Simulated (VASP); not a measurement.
Write the native input for VASP 6.6.1 that does the following.

```
Task                   : relaxation of cell and atoms
Functional             : LDA
Potentials or basis    : VASP PAW LDA potentials, release 64 (Ga_d, P)
Cutoff                 : 600 eV
k mesh                 : 8 × 8 × 8
Occupations            : gaussian, width 0.01 eV
Spin                   : no spin polarisation
Target pressure        : 5 GPa
Dipole correction      : no
Further INCAR settings : ALGO = Normal; EDIFF = 1e-07; IBRION = 2; EDIFFG = -0.001; NSW = 80; ISIF = 3
```

The structure of GaP lies in POSCAR:

```
GaP
1.0
    0.0000000000      2.6956501113      2.6956501113
    2.6956501113      0.0000000000      2.6956501113
    2.6956501113      2.6956501113      0.0000000000
Ga P
1 1
Direct
    0.0000000000      0.0000000000      0.0000000000
    0.7500000000      0.7500000000      0.7500000000
```

One way to write it, as run:

INCAR

```
PREC     = Accurate       # precision mode
ENCUT    = 600            # plane-wave cutoff, eV
EDIFF    = 1E-7           # SCF threshold, eV
ISMEAR   = 0              # smearing method
SIGMA    = 0.01           # smearing width, eV
LREAL    = F              # projectors in reciprocal space
LASPH    = T              # aspherical terms in the spheres
NELM     = 100            # most SCF steps
ALGO     = Normal         # electronic algorithm
ISIF     = 3              # what is computed and relaxed
LWAVE    = F              # write WAVECAR
LCHARG   = F              # write CHGCAR
GGA      = CA             # functional
IBRION   = 2              # ionic algorithm
NSW      = 80             # ionic steps
EDIFFG   = -0.001         # ionic threshold
PSTRESS  = 50.0
```

KPOINTS

```
regular mesh
0
Gamma
  8 8 8
```

Potentials or basis: VASP PAW LDA potentials, release 64 (Ga_d, P).

Run with:

```bash
$ cat potpaw_LDA.64/Ga_d/POTCAR potpaw_LDA.64/P/POTCAR > POTCAR
$ mpirun -np 1 vasp_std > vasp.out
```

It gave:

```json
{"Relaxed volume": "18.66 Å³/atom", "Relaxed cell": "a = 3.751 Å, b = 3.751 Å, c = 3.751 Å, α = 60.00°, β = 60.00°, γ = 60.00°", "Space group after relaxing (to 0.05 Å)": "F-43m (No. 216)", "Energy change on relaxing (the enthalpy is what falls)": "+14.2 meV/atom", "Ionic steps": "6", "Pressure after relaxing": "5.0 GPa", "Band gap on the k mesh": "1.32 eV, indirect (least direct gap 2.32 eV)"}
```

Caveat: the cell is relaxed towards a set pressure, so the enthalpy falls and the energy may rise.

Wall time 27 s on 1 thread of Intel(R) Xeon(R) 6975P-C (Granite Rapids), with other jobs on the host, peak memory 0.16 GiB.
